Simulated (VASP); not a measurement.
# SnO2 (I4_1/amd) in VASP: further runs, part 2 of 2

VASP 6.6.1. Earlier steps stand in the parts before.

**5. Single point, PBE, non-collinear spin, zero start, spin-orbit coupling**

This run uses another cell than the first one, of 13.66 Å³/atom.

The input, INCAR:

```
SYSTEM = SnO2
ALGO = Normal
EDIFF = 1E-6
ENCUT = 520
GGA = PE
GGA_COMPAT = .False.
ISIF = 2
ISMEAR = -1
LASPH = .True.
LCHARG = .False.
LORBIT = 11
LORBMOM = .True.
LREAL = .False.
LSORBIT = .True.
LWAVE = .False.
MAGMOM = 0 0 0 0 0 0 0 0 0 0 0 0 0 0 0 0 0 0
NBANDS = 68
NELM = 150
PREC = Accurate
SIGMA = 0.05
```

The input, KPOINTS:

```
k-points
0
Gamma
  7 7 7
  0 0 0
```

The input, POSCAR:

```
SnO2
1.0
   -2.0000686112      2.0000686112      5.1236788559
    2.0000686112     -2.0000686112      5.1236788559
    2.0000686112      2.0000686112     -5.1236788559
Sn O
2 4
Direct
    0.0000000000      0.0000000000      0.0000000000
    0.7500000000      0.2500000000      0.5000000000
    0.5465225900      0.0465225900      0.5000000000
    0.2034774100      0.2034774100      0.0000000000
    0.9534774100      0.4534774100      0.5000000000
    0.7965225900      0.7965225900      0.0000000000
```

Potentials or basis: VASP PAW PBE potentials, release 64 (Sn_d, O).

Launch:

```console
$ cat potpaw_PBE.64/Sn_d/POTCAR potpaw_PBE.64/O/POTCAR > POTCAR
$ mpirun -np 1 vasp_ncl > vasp.out
```

OUTCAR:

```text
SYSTEM = SnO2
   EDIFF = 1E-6
   ENCUT = 520
   GGA = PE
   ISIF = 2
   ISMEAR = -1
   LASPH = .True.
   LORBIT = 11
   LREAL = .False.
   LSORBIT = .True.
   NELM = 150
   PREC = Accurate

 ion  position               nearest neighbor table
   1  0.000  0.000  0.000-   3 2.06   5 2.06   3 2.06   5 2.06   4 2.09   6 2.09   2 3.25   2 3.25
                             2 3.25   2 3.25
   2  0.750  0.250  0.500-   6 2.06   4 2.06   6 2.06   4 2.06   3 2.09   5 2.09   1 3.25   1 3.25
                             1 3.25   1 3.25
   3  0.547  0.047  0.500-   1 2.06   1 2.06   2 2.09
   4  0.203  0.203  0.000-   2 2.06   2 2.06   1 2.09
   5  0.953  0.453  0.500-   1 2.06   1 2.06   2 2.09
   6  0.797  0.797  0.000-   2 2.06   2 2.06   1 2.09

  LATTYP: Found a body centered tetragonal cell.
 ALAT       =     4.0001372224
 C/A-ratio  =     2.5617515455

  Lattice vectors:

 A1 = (  -2.0000686112,   2.0000686112,   5.1236788559)
 A2 = (   2.0000686112,  -2.0000686112,   5.1236788559)
 A3 = (   2.0000686112,   2.0000686112,  -5.1236788559)

Analysis of symmetry for initial positions (statically):
=====================================================================
 Subroutine PRICEL returns:
 Original cell was already a primitive cell.

[... 2000 lines left out ...]
     0.0000000     0.0000000     0.0000000     0.0000000     0.0000000
     0.0000000     0.0000000     0.0000000     0.0000000     0.0000000
     0.0000000     0.0000000     0.0000000     0.0000000     0.0000000
     0.0000000     0.0000000     0.0000000     0.0000000     0.0000000
 l=   3
     0.0000000     0.0000000     0.0000000     0.0000000     0.0000000     0.0000000     0.0000000
     0.0000000     0.0000000     0.0000000     0.0000000     0.0000000     0.0000000     0.0000000
     0.0000000     0.0000000     0.0000000     0.0000000     0.0000000     0.0000000     0.0000000
     0.0000000     0.0000000     0.0000000     0.0000000     0.0000000     0.0000000     0.0000000
     0.0000000     0.0000000     0.0000000     0.0000000     0.0000000     0.0000000     0.0000000
     0.0000000     0.0000000     0.0000000     0.0000000     0.0000000     0.0000000     0.0000000
     0.0000000     0.0000000     0.0000000     0.0000000     0.0000000     0.0000000     0.0000000

 total charge

# of ion       s       p       d       tot
------------------------------------------
    1        0.880   1.078  10.364  12.323
    2        0.880   1.078  10.364  12.323
    3        1.562   3.501   0.000   5.063
    4        1.562   3.501   0.000   5.063
    5        1.562   3.501   0.000   5.063
    6        1.562   3.501   0.000   5.063
--------------------------------------------------
tot          8.007  16.162  20.728  44.898

 magnetization (x)

# of ion       s       p       d       tot
------------------------------------------
    1        0.000   0.000   0.000   0.000
    2        0.000   0.000   0.000   0.000
    3        0.000   0.000   0.000   0.000
    4       -0.000   0.000   0.000  -0.000
    5       -0.000   0.000   0.000  -0.000
    6       -0.000   0.000   0.000  -0.000
--------------------------------------------------
tot         -0.000   0.000   0.000  -0.000

 magnetization (y)

# of ion       s       p       d       tot
------------------------------------------
    1        0.000   0.000   0.000   0.000
    2        0.000   0.000   0.000   0.000
    3        0.000   0.000   0.000   0.000
    4        0.000   0.000   0.000   0.000
    5        0.000   0.000   0.000   0.000
    6        0.000   0.000   0.000   0.000
--------------------------------------------------
tot          0.000   0.000   0.000   0.000

 magnetization (z)

# of ion       s       p       d       tot
------------------------------------------
    1        0.000   0.000   0.000   0.000
    2        0.000   0.000   0.000   0.000
    3       -0.000   0.000   0.000   0.000
    4       -0.000   0.000   0.000   0.000
    5        0.000  -0.000   0.000  -0.000
    6        0.000  -0.000   0.000  -0.000
--------------------------------------------------
tot          0.000   0.000   0.000   0.000
```

stdout:

```text
POSCAR found type information on POSCAR SnO
 POSCAR found :  2 types and       6 ions
 scaLAPACK will be used
 LDA part: xc-table for (Slater+PW92), standard interpolation
 POSCAR, INCAR and KPOINTS ok, starting setup
 FFT: planning ... GRIDC
 FFT: planning ... GRID_SOFT
 FFT: planning ... GRID
 WAVECAR not read
 entering main loop
```

Wall time 23 min (1 thread of Oxide Virtual Turin-like, shared host); peak memory 0.85 GiB.

Results:

```
Free energy                                           : -36.9759 eV
Pressure                                              : 6.4 GPa
Largest force                                         : 0.064 eV/Å
Net moment                                            : 0.00 μB per cell
Valence electrons inside the program's atomic spheres : Sn 12.32; O 5.06
```

Forces in eV/Å, atoms in the order of the input:
```
Sn   0.000  0.000  0.000
Sn   0.000  0.000  0.000
O    0.000  0.000 -0.064
O    0.000  0.000  0.064
O    0.000  0.000  0.064
O    0.000  0.000 -0.064
```

Stress tensor (GPa, compression positive):
```
6.51 0.00 0.00
0.00 6.51 0.00
0.00 0.00 6.24
```

Moments on the atoms (μB; x, y, z):
```
Sn  0.00 0.00 0.00
Sn  0.00 0.00 0.00
O   0.00 0.00 0.00
O   0.00 0.00 0.00
O   0.00 0.00 0.00
O   0.00 0.00 0.00
```

Caveat: the cell stands under pressure.

**6. The runs side by side**

```tsv
level	spin	cell	k mesh	gap on the mesh (eV)	pressure (GPa)	largest force (eV/Å)
PBEsol	off	a = 5.891 Å, angles 140.0, 140.0, 57.8°, 6 atoms	9 × 9 × 9	1.35	-2.1	0.17
PBEsol	off	a = 5.930 Å, angles 140.0, 140.0, 57.8°, 6 atoms	9 × 9 × 9	1.15	-5.2	0.28
PBEsol	off	a = 5.967 Å, angles 140.0, 140.0, 57.8°, 6 atoms	9 × 9 × 9	0.97	-7.8	0.37
PBE	non-collinear, zero start, SOC	a = 5.853 Å, angles 140.0, 140.0, 57.8°, 6 atoms	7 × 7 × 7	-	6.4	0.06
```

Alike in all rows: task single point; potentials or basis VASP PAW PBE potentials, release 64 (Sn_d, O); cutoff (eV) 520; smearing fermi-dirac 0.05 eV.

Caveats: the PAW data sets were made with another functional, which shifts forces and pressure a little (at least some runs); spin-orbit coupling is left out, which moves the levels of the heavy elements (at least some runs); the cell stands under tension (at least some runs); the cell stands under pressure (at least some runs).

Total energies depend on the potentials used, so only differences within one code and one set of settings carry meaning.
